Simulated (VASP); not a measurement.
# GaSb (F-43m) in VASP: single point with PBE

Aim: the single point of GaSb with PBE.

Program: VASP 6.6.1. These are calculated values, not measurements. Logs are shortened: lines on timing, memory, paths and dates and some standing lists are left out, and cuts for length are marked.

## (1) The cell of the first run

It takes space group F-43m (No. 216, cubic). The conventional cell has a = 6.137 Å, b = 6.137 Å, c = 6.137 Å, α = 90.00°, β = 90.00°, γ = 90.00°. Ga (site symmetry -43m) has 4 Sb at 2.66 Å within 3.5 Å. Sb (site symmetry -43m) has 4 Ga at 2.66 Å within 3.5 Å.

## (2) Single point, PBE

INCAR

```
ALGO = Normal
EDIFF = 1E-6
ENCUT = 500
GGA = PE
GGA_COMPAT = False
ISIF = 2
ISMEAR = 0
LASPH = True
LCHARG = True
LELF = True
LREAL = False
LVHAR = True
LWAVE = False
NBANDS = 16
NELM = 120
PREC = Accurate
SIGMA = 0.1
```

KPOINTS

```
k-points
0
Gamma
  6 6 6
```

POSCAR

```
GaSb
1.0
    0.0000000000      3.0686043160      3.0686043160
    3.0686043160      0.0000000000      3.0686043160
    3.0686043160      3.0686043160      0.0000000000
Ga Sb
1 1
Direct
    0.0000000000      0.0000000000      0.0000000000
    0.7500000000      0.7500000000      0.7500000000
```

Potentials or basis: VASP PAW PBE potentials, release 64 (Ga_d, Sb).

On the command line:

```bash
> cat potpaw_PBE.64/Ga_d/POTCAR potpaw_PBE.64/Sb/POTCAR > POTCAR
> mpirun -np 1 vasp_std > vasp.out
```

OUTCAR:

```text
EDIFF = 1E-6
   ENCUT = 500
   GGA = PE
   ISIF = 2
   ISMEAR = 0
   LASPH = True
   LREAL = False
   NELM = 120
   PREC = Accurate

 ion  position               nearest neighbor table
   1  0.000  0.000  0.000-   2 2.66   2 2.66   2 2.66   2 2.66
   2  0.750  0.750  0.750-   1 2.66   1 2.66   1 2.66   1 2.66

  LATTYP: Found a face centered cubic cell.
 ALAT       =     6.1372086320

  Lattice vectors:

 A1 = (   0.0000000000,   3.0686043160,   3.0686043160)
 A2 = (   3.0686043160,   0.0000000000,   3.0686043160)
 A3 = (   3.0686043160,   3.0686043160,   0.0000000000)

Analysis of symmetry for initial positions (statically):
=====================================================================
 Subroutine PRICEL returns:
 Original cell was already a primitive cell.

 Routine SETGRP: Setting up the symmetry group for a
 face centered cubic supercell.

 Subroutine GETGRP returns: Found 24 space group operations
 (whereof 24 operations were pure point group operations)
 out of a pool of 48 trial point group operations.

The static configuration has the point symmetry T_d .

Analysis of symmetry for dynamics (positions and initial velocities):
=====================================================================
 Subroutine PRICEL returns:
 Original cell was already a primitive cell.

 Routine SETGRP: Setting up the symmetry group for a
 face centered cubic supercell.

 Subroutine GETGRP returns: Found 24 space group operations
 (whereof 24 operations were pure point group operations)
 out of a pool of 48 trial point group operations.

The dynamic configuration has the point symmetry T_d .

 Subroutine INISYM returns: Found 24 space group operations
 (whereof 24 operations are pure point group operations),
 and found     1 'primitive' translations

----------------------------------------------------------------------------------------

                                     Primitive cell

  volume of cell :      57.7900

  direct lattice vectors                    reciprocal lattice vectors
     0.000000000  3.068604316  3.068604316    -0.162940526  0.162940526  0.162940526
     3.068604316  0.000000000  3.068604316     0.162940526 -0.162940526  0.162940526
     3.068604316  3.068604316  0.000000000     0.162940526  0.162940526 -0.162940526

  length of vectors
     4.339661841  4.339661841  4.339661841     0.282221269  0.282221269  0.282221269

  position of ions in fractional coordinates (direct lattice)
     0.000000000  0.000000000  0.000000000
     0.750000000  0.750000000  0.750000000

  ion indices of the primitive-cell ions
   primitive index   ion index
                 1           1
                 2           2

----------------------------------------------------------------------------------------

 KPOINTS: k-points

Automatic generation of k-mesh.
 Grid dimensions read from file:
 generate k-points for:    6    6    6

 Generating k-lattice:

  Cartesian coordinates                     Fractional coordinates (reciprocal lattice)
    -0.027156754  0.027156754  0.027156754     0.166666667  0.000000000  0.000000000
     0.027156754 -0.027156754  0.027156754     0.000000000  0.166666667  0.000000000
     0.027156754  0.027156754 -0.027156754     0.000000000  0.000000000  0.166666667

  Length of vectors
     0.047036878  0.047036878  0.047036878

  Shift w.r.t. Gamma in fractional coordinates (k-lattice)
     0.000000000  0.000000000  0.000000000

 Subroutine IBZKPT returns following result:
 ===========================================

 Found     16 irreducible k-points:

 Following reciprocal coordinates:
            Coordinates               Weight
  0.000000  0.000000  0.000000      1.000000
  0.166667  0.000000  0.000000      8.000000
  0.333333  0.000000  0.000000      8.000000
  0.500000  0.000000  0.000000      4.000000
  0.166667  0.166667  0.000000      6.000000
  0.333333  0.166667  0.000000     24.000000
[... 8 lines left out ...]
 -0.333333  0.333333  0.166667     24.000000
 -0.333333  0.500000  0.166667     12.000000
   k-points           NKPTS =     16   k-points in BZ     NKDIM =     16   number of bands    NBANDS=     16
   number of dos      NEDOS =    301   number of ions     NIONS =      2
   total plane-waves  NPLWV =  32768
   dimension x,y,z NGX =    32 NGY =   32 NGZ =   32
   dimension x,y,z NGXF=    64 NGYF=   64 NGZF=   64
   ions per type =               1   1
   NGX,Y,Z   is equivalent  to a cutoff of  12.26, 12.26, 12.26 a.u.
   NGXF,Y,Z  is equivalent  to a cutoff of  24.52, 24.52, 24.52 a.u.
 SYSTEM =  unknown system
   PREC   = accura    normal or accurate (medium, high low for compatibility)
   ISTART =      0    job   : 0-new  1-cont  2-samecut
   ICHARG =      2    charge: 1-file 2-atom 10-const
   ISPIN  =      1    spin polarized calculation?
   LNONCOLLINEAR =      F non collinear calculations
   LSORBIT =      F    spin-orbit coupling
   LASPH  =      T    aspherical Exc in radial PAW
   ENCUT  =  500.0 eV  36.75 Ry    6.06 a.u.   7.91  7.91  7.91*2*pi/ulx,y,z
   NELM   =    120;   NELMIN=  2; NELMDL= -5     # of ELM steps
   EDIFF  = 0.1E-05   stopping-criterion for ELM
   LREAL  =      F    real-space projection
   EDIFFG = 0.1E-04   stopping-criterion for IOM
   NSW    =      0    number of steps for IOM
   IBRION =     -1    ionic relax: 0-MD 1-quasi-New 2-CG
   NFREE  =      0    steps in history (QN), initial steepest desc. (CG)
   ISIF   =      2    stress and relaxation
   ISYM   =      2    0-nonsym 1-usesym 2-fastsym
   POTIM  = 0.5000    time-step for ionic-motion
   TEBEG  =    0.0;   TEEND  =   0.0 temperature during run
   PSTRESS=    0.0 pullay stress
   NELECT =      18.0000    total number of electrons
   NUPDOWN=      -1.0000    fix difference up-down
   EMIN   =  10.00;   EMAX   =-10.00  energy-range for DOS
   EFERMI =   0.00;   METHOD = LEGACY
   ISMEAR =     0;   SIGMA  =   0.10  broadening in eV -4-tet -1-fermi 0-gaus
   EFERMI_NEDOS =   21; number of points for ismear=-14 and -15
   IALGO  =     38    algorithm
   IMIX   =      4    mixing-type and parameters
     AMIX     =   0.40;   BMIX     =  1.00
     AMIX_MAG =   1.60;   BMIX_MAG =  1.00
  volume/ion in A,a.u.               =      28.89       194.99
  Fermi-wavevector in a.u.,A,eV,Ry     =   1.109723  2.097073 16.755387  1.231486
  Thomas-Fermi vector in A             =   2.246267
   LORBIT       =      0    0 simple, 1 ext, 2 COOP (PROOUT), +10 PAW based schemes
   GGA     = PE    functional components
   LHFCALC =     F    Hartree Fock is set to
   AEXX    =    0.0000 exact exchange contribution
   IVDW    =     0    specifies the selected vdW correction
   LEPSILON=     F    determine dielectric tensor
   LRPA    =     F    only Hartree local field effects (RPA)
 non-spin polarized calculation
 Gauss-broadening in eV      SIGMA  =   0.10
  energy-cutoff  :      500.00
  volume of cell :       57.79
 maximum number of plane-waves:      1484
   NGX = 15   NGY = 15   NGZ = 15

 number of electron      17.9999990 magnetization

 Free energy of the ion-electron system (eV)
  ---------------------------------------------------
  ext. energy  EPLUGINS =         0.00000000
  ---------------------------------------------------
  free energy    TOTEN  =        -7.32909413 eV

  energy without entropy =       -7.32827532  energy(sigma->0) =       -7.32868473

 E-fermi :   4.8229     XC(G=0):  -9.0426

 val. band max:        4.7821018731   @ k =   0.0000   0.0000   0.0000
 cond. band min:       5.1642539054   @ k =   0.5000   0.0000   0.0000
 fundamental gap:      0.3821520322
 Fermi energy:         4.8228889425

 k-point     1 :       0.0000    0.0000    0.0000
  band No.  band energies     occupation
      1     -10.2393      2.00000
      2     -10.2393      2.00000
      3     -10.2393      2.00000
      4     -10.1912      2.00000
      5     -10.1912      2.00000
      6      -6.6294      2.00000
[... 8 lines left out ...]
     15      13.3526      0.00000
     16      13.3526      0.00000

 k-point     2 :       0.1667    0.0000    0.0000
  band No.  band energies     occupation
      1     -10.2460      2.00000
      2     -10.2363      2.00000
      3     -10.2363      2.00000
      4     -10.1915      2.00000
      5     -10.1915      2.00000
      6      -6.3508      2.00000
[... 8 lines left out ...]
     15      12.3774      0.00000
     16      12.3774      0.00000

 k-point     3 :       0.3333    0.0000    0.0000
  band No.  band energies     occupation
      1     -10.2592      2.00000
      2     -10.2311      2.00000
      3     -10.2311      2.00000
      4     -10.1914      2.00000
      5     -10.1914      2.00000
      6      -5.6093      2.00000
[... 8 lines left out ...]
     15      12.8707      0.00000
     16      12.8707      0.00000

 k-point     4 :       0.5000    0.0000    0.0000
  band No.  band energies     occupation
      1     -10.2657      2.00000
      2     -10.2289      2.00000
      3     -10.2289      2.00000
      4     -10.1909      2.00000
      5     -10.1909      2.00000
      6      -5.0281      2.00000
[... 8 lines left out ...]
     15      14.6408      0.00000
     16      14.6408      0.00000
[... 172 lines left out ...]
 k-point    14 :       0.5000    0.3333    0.1667
  band No.  band energies     occupation
      1     -10.2703      2.00000
      2     -10.2253      2.00000
      3     -10.2225      2.00000
      4     -10.1963      2.00000
      5     -10.1898      2.00000
      6      -4.9744      2.00000
[... 8 lines left out ...]
     15      13.7819      0.00000
     16      15.7253      0.00000

 k-point    15 :      -0.3333    0.3333    0.1667
  band No.  band energies     occupation
      1     -10.2733      2.00000
      2     -10.2246      2.00000
      3     -10.2200      2.00000
      4     -10.1956      2.00000
      5     -10.1909      2.00000
      6      -4.4552      2.00000
[... 8 lines left out ...]
     15      15.1743      0.00000
     16      15.3995      0.00000

 k-point    16 :      -0.3333    0.5000    0.1667
  band No.  band energies     occupation
      1     -10.2779      2.00000
      2     -10.2211      2.00000
      3     -10.2168      2.00000
      4     -10.1987      2.00000
      5     -10.1895      2.00000
      6      -4.1788      2.00000
[... 8 lines left out ...]
     15      14.7599      0.00000
     16      16.0941      0.00000

------------------------ aborting loop because EDIFF is reached ----------------------------------------

  FORCE on cell =-STRESS in cart. coord.  units (eV):
  Direction    XX          YY          ZZ          XY          YZ          ZX
  --------------------------------------------------------------------------------------
  -------------------------------------------------------------------------------------
  Total        0.7124829      0.7124829      0.7124829      0.0000000     -0.0000000      0.0000000
  in kB       19.7529668     19.7529668     19.7529668      0.0000000     -0.0000000      0.0000000
  external PRESSURE =      19.7529668 kB  Pullay stress =       0.0000000 kB

 VOLUME and BASIS-vectors are now :
 -----------------------------------------------------------------------------
  energy-cutoff  :      500.00
  volume of cell :       57.79
      direct lattice vectors                 reciprocal lattice vectors
     0.000000000  3.068604316  3.068604316    -0.162940526  0.162940526  0.162940526
     3.068604316  0.000000000  3.068604316     0.162940526 -0.162940526  0.162940526
     3.068604316  3.068604316  0.000000000     0.162940526  0.162940526 -0.162940526

 POSITION                                       TOTAL-FORCE (eV/Angst)
 -----------------------------------------------------------------------------------
      0.00000      0.00000      0.00000        -0.000000     -0.000000     -0.000000
      4.60291      4.60291      4.60291         0.000000      0.000000      0.000000
 -----------------------------------------------------------------------------------
    total drift:                               -0.000000     -0.000000     -0.000000

  FREE ENERGIE OF THE ION-ELECTRON SYSTEM (eV)
  ---------------------------------------------------
  free  energy   TOTEN  =        -7.3290941253 eV

  energy  without entropy=       -7.3282753250  energy(sigma->0) =       -7.32868473
```

It took 14 s on 1 thread of Intel Xeon Platinum 8488C (Sapphire Rapids), shared host; peak memory 0.17 GiB.

Results:

| Item | Value |
| --- | --- |
| Free energy | -7.3291 eV |
| Pressure | 2.0 GPa |
| Band gap on the k mesh | zero (filled and empty bands touch) |

Caveat: spin-orbit coupling is left out, which moves the levels of the heavy elements.
